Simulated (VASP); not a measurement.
# AgBi2 (Fd-3m) in VASP: further runs, part 2 of 2

VASP 6.6.1. The steps go on from the part before.

## (4) Relaxation of cell and atoms, PBE

This run uses another cell than the first one, of 27.26 Å³/atom.

INCAR reads:

```
PREC = Accurate
ENCUT = 600
EDIFF = 1E-7
ISMEAR = 0
SIGMA = 0.1
LREAL = F
LASPH = T
NELM = 100
ALGO = Normal
ISIF = 3
LWAVE = F
LCHARG = F
GGA = PE
IBRION = 2
NSW = 90
EDIFFG = -0.04
```

KPOINTS reads:

```
Automatic mesh
0
Gamma
  4 4 4
```

POSCAR reads:

```
AgBi2
1.0
    0.0000000000      4.3406084788      4.3406084788
    4.3406084788      0.0000000000      4.3406084788
    4.3406084788      4.3406084788      0.0000000000
Ag Bi
2 4
Direct
    0.0000000000      0.0000000000      0.0000000000
    0.2500000000      0.2500000000      0.2500000000
    0.6250000000      0.6250000000      0.6250000000
    0.1250000000      0.6250000000      0.6250000000
    0.6250000000      0.6250000000      0.1250000000
    0.6250000000      0.1250000000      0.6250000000
```

Potentials or basis: VASP PAW PBE potentials, release 64 (Ag, Bi_d).

The run is started by

```
$ cat potpaw_PBE.64/Ag/POTCAR potpaw_PBE.64/Bi_d/POTCAR > POTCAR
$ mpirun -np 1 vasp_std > vasp.out
```

OUTCAR:

```text
PREC = Accurate
   ENCUT = 600
   EDIFF = 1E-7
   ISMEAR = 0
   LREAL = F
   LASPH = T
   NELM = 100
   ISIF = 3
   GGA = PE
   IBRION = 2
   NSW = 90
   EDIFFG = -0.04

 ion  position               nearest neighbor table
   1  0.000  0.000  0.000-   3 3.60   5 3.60   6 3.60   3 3.60   4 3.60   5 3.60   3 3.60   4 3.60
                             6 3.60   4 3.60   5 3.60   6 3.60
   2  0.250  0.250  0.250-   4 3.60   5 3.60   6 3.60   3 3.60   4 3.60   6 3.60   3 3.60   4 3.60
                             5 3.60   3 3.60   5 3.60   6 3.60
   3  0.625  0.625  0.625-   4 3.07   5 3.07   6 3.07   5 3.07   6 3.07   4 3.07   1 3.60   2 3.60
                             1 3.60   2 3.60   1 3.60   2 3.60
   4  0.125  0.625  0.625-   3 3.07   5 3.07   6 3.07   3 3.07   5 3.07   6 3.07   2 3.60   1 3.60
                             1 3.60   2 3.60   2 3.60   1 3.60
   5  0.625  0.625  0.125-   3 3.07   3 3.07   4 3.07   6 3.07   6 3.07   4 3.07   1 3.60   2 3.60
                             1 3.60   2 3.60   1 3.60   2 3.60
   6  0.625  0.125  0.625-   3 3.07   5 3.07   3 3.07   4 3.07   5 3.07   4 3.07   2 3.60   1 3.60
[... 176 lines left out ...]
  ext. energy  EPLUGINS =         0.00000000
  ---------------------------------------------------
  free energy    TOTEN  =       -17.24787907 eV

  energy without entropy =      -17.22818097  energy(sigma->0) =      -17.23803002

 E-fermi :   7.5811     XC(G=0): -10.4573

 val. band max:        7.5803298435   @ k =   0.5000   0.5000   0.0000
 cond. band min:       7.6356741536   @ k =  -0.2500   0.2500   0.0000
 fundamental gap:      0.0553443101
 Fermi energy:         7.5811040341
[... 916 lines left out ...]
--------------------------------------- Ionic step        3  -------------------------------------------

 number of electron      81.9999998 magnetization

 Free energy of the ion-electron system (eV)
  ---------------------------------------------------
  ext. energy  EPLUGINS =         0.00000000
  ---------------------------------------------------
  free energy    TOTEN  =       -18.06640392 eV

  energy without entropy =      -18.04865051  energy(sigma->0) =      -18.05752722

 E-fermi :   5.6125     XC(G=0):  -9.6410

 val. band max:        5.5780997195   @ k =   0.5000   0.0000   0.0000
 cond. band min:       5.6221441007   @ k =  -0.2500   0.2500   0.0000
 fundamental gap:      0.0440443812
 Fermi energy:         5.6125354999
[... 447 lines left out ...]
  FREE ENERGIE OF THE ION-ELECTRON SYSTEM (eV)
  ---------------------------------------------------
  free  energy   TOTEN  =       -18.0664039183 eV

  energy  without entropy=      -18.0486505141  energy(sigma->0) =      -18.05752722

 reached required accuracy - stopping structural energy minimisation
```

CONTCAR:

```text
AgBi2
   1.00000000000000
    -0.0000000000000000    4.5910146967347849    4.5910146967347849
     4.5910146967347849    0.0000000000000000    4.5910146967347849
     4.5910146967347849    4.5910146967347849   -0.0000000000000000
  Ag              Bi
     2     4
Direct
     0.0000000000000000    0.0000000000000000    0.0000000000000000
     0.2500000000000000    0.2500000000000000    0.2500000000000000
     0.6250000000000000    0.6250000000000000    0.6250000000000000
     0.1250000000000000    0.6250000000000000    0.6250000000000000
     0.6250000000000000    0.6250000000000000    0.1250000000000000
     0.6250000000000000    0.1250000000000000    0.6250000000000000

  0.00000000E+00  0.00000000E+00  0.00000000E+00
  0.00000000E+00  0.00000000E+00  0.00000000E+00
  0.00000000E+00  0.00000000E+00  0.00000000E+00
  0.00000000E+00  0.00000000E+00  0.00000000E+00
  0.00000000E+00  0.00000000E+00  0.00000000E+00
  0.00000000E+00  0.00000000E+00  0.00000000E+00
```

Run time: 2.7 min. Hardware: 1 thread of Intel Xeon 6975P-C (Granite Rapids), shared host; peak memory 0.38 GiB.

What came out:

```yaml
Free_energy: -18.0664 eV
Relaxed_volume: 32.26 Å³/atom
Relaxed_cell: a = 6.493 Å, b = 6.493 Å, c = 6.493 Å, α = 60.00°, β = 60.00°, γ = 60.00°
Space_group_after_relaxing_to_0.1_Å: Fd-3m (No. 227)
Energy_gained_by_relaxing: 136.4 meV/atom
Ionic_steps: 3
Pressure_after_relaxing: 0.1 GPa
Band_gap_on_the_k_mesh: zero (bands 41 and 42 overlap by 0.24 eV)
```

Step by step:
```
step  energy change (eV)  largest force (eV/Å)  pressure (GPa)  volume (Å³)
   1              0.0000                0.0000           10.22       163.56
   2             -0.7029                0.0000           -2.39       208.25
   3             -0.8185                0.0000            0.06       193.53
```

Final structure:
```cif
data_structure
_symmetry_space_group_name_H-M 'P 1'
_symmetry_Int_Tables_number 1
_cell_length_a 6.4927
_cell_length_b 6.4927
_cell_length_c 6.4927
_cell_angle_alpha 60.000
_cell_angle_beta 60.000
_cell_angle_gamma 60.000
_cell_volume 193.53
loop_
_atom_site_label
_atom_site_type_symbol
_atom_site_fract_x
_atom_site_fract_y
_atom_site_fract_z
_atom_site_occupancy
Ag1 Ag 0.00000 0.00000 0.00000 1
Ag2 Ag 0.25000 0.25000 0.25000 1
Bi1 Bi 0.62500 0.62500 0.62500 1
Bi2 Bi 0.12500 0.62500 0.62500 1
Bi3 Bi 0.62500 0.62500 0.12500 1
Bi4 Bi 0.62500 0.12500 0.62500 1
```

Caveat: the volume moved by over 15 % at a fixed basis, so the end points are rough; spin-orbit coupling is left out, which moves the levels of the heavy elements.

## (5) Overview

```csv
task,cell,k mesh,cutoff (eV),gap on the mesh (eV),pressure (GPa)
single point,"a = 6.483 Å, angles 60.0°, 6 atoms",4 × 4 × 4,520,none,0.3
single point,"a = 6.476 Å, angles 60.0°, 6 atoms",8 × 8 × 8,520,none,0.0
relaxation of cell and atoms,"relaxed from a = 6.139 Å, angles 60.0°, 6 atoms",4 × 4 × 4,600,none,0.1
```

Alike in all rows: level PBE; potentials or basis VASP PAW PBE potentials, release 64 (Ag, Bi_d); no spin polarisation; smearing gaussian 0.1 eV.

Caveats: spin-orbit coupling is left out, which moves the levels of the heavy elements; the volume moved by over 15 % at a fixed basis, so the end points are rough (at least some runs).

Total energies depend on the potentials used, so only differences within one code and one set of settings carry meaning.

The gap in the log of VASP goes by the Fermi energy; the results here count the filled bands.